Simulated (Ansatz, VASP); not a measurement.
**InGa3As4: VASP beside Ansatz**

```
Ga As In
1.0
     4.17744    0.00000    0.00000
     0.00000    8.37256    0.00000
     0.00000    0.00000    5.91739
Ga As In
3 4 1
Direct
  0.00000 0.75804 0.99975
  0.50000 0.00000 0.49800
  0.00000 0.24196 0.99975
  0.50000 0.76238 0.24064
  0.00000 0.00000 0.74169
  0.50000 0.23762 0.24064
  0.00000 0.50000 0.77918
  0.50000 0.50000 0.50034
```

Alike in both runs: task single point; functional PBE; k mesh 6 × 4 × 4; occupations fermi-dirac, width 0.02 eV; no spin polarisation.

|  | VASP | Ansatz |
| --- | --- | --- |
| version | VASP 6.6.1 | Ansatz 0.2.0 |
| potentials or method | VASP PAW PBE potentials, release 64 (Ga_d, As, In_d) | plane waves, PAW |
| plane-wave cutoff (eV) | 520 | 420 |
| valence electrons in the cell | 72 | 112 |

```csv
,VASP,Ansatz,Ansatz less VASP
pressure (GPa),-1.4,-1.6,-0.12
rms of the force components (eV/Å),0.012,0.011,-0.0012
```

The functional is the same, so the differences come from potentials, cutoffs and numerics. VASP's potentials hold 72 valence electrons a cell and Ansatz's 112, so a difference there can come from the potentials and not from the codes.
